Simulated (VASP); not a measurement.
Write the native input for VASP 6.6.1 that does the following.

| Item | Value |
| --- | --- |
| Task | single point |
| Functional | PBEsol |
| Potentials or basis | VASP PAW PBE potentials, release 64 (Mg, O) |
| Cutoff | 520 eV |
| k mesh | 10 × 10 × 10 |
| Occupations | gaussian, width 0.05 eV |
| Spin | no spin polarisation |
| Dipole correction | no |
| Further INCAR settings | ALGO = Normal; EDIFF = 1e-06; NBANDS = 11 |

The structure of MgO lies in POSCAR:

```
MgO
1.0
    0.0000000000      2.1075959641      2.1075959641
    2.1075959641      0.0000000000      2.1075959641
    2.1075959641      2.1075959641      0.0000000000
Mg O
1 1
Direct
    0.0252360405      0.0252360405     -0.0252360405
    0.4616624812      0.4616624812      0.5383375188
```

One way to write it, as run:

INCAR

```
PREC = Accurate
ENCUT = 520
EDIFF = 1E-6
ISMEAR = 0
SIGMA = 0.05
LREAL = False
LASPH = True
NELM = 60
ALGO = Normal
ISIF = 2
LWAVE = False
LCHARG = False
GGA = PS
NBANDS = 11
```

KPOINTS

```
regular mesh
0
Gamma
  10 10 10
```

Potentials or basis: VASP PAW PBE potentials, release 64 (Mg, O).

Command:

```sh
$ cat potpaw_PBE.64/Mg/POTCAR potpaw_PBE.64/O/POTCAR > POTCAR
$ mpirun -np 1 vasp_std > vasp.out
```

It gave:

* Pressure: 7.2 GPa
* Largest force: 2.243 eV/Å
* Band gap on the k mesh: 4.60 eV, direct

Caveat: the PAW data sets were made with another functional, which shifts forces and pressure a little.

Run time: 12 s on 1 thread of AMD EPYC 9R45 96-Core Processor (Zen 5), with other jobs on the host, peak memory 0.12 GiB.
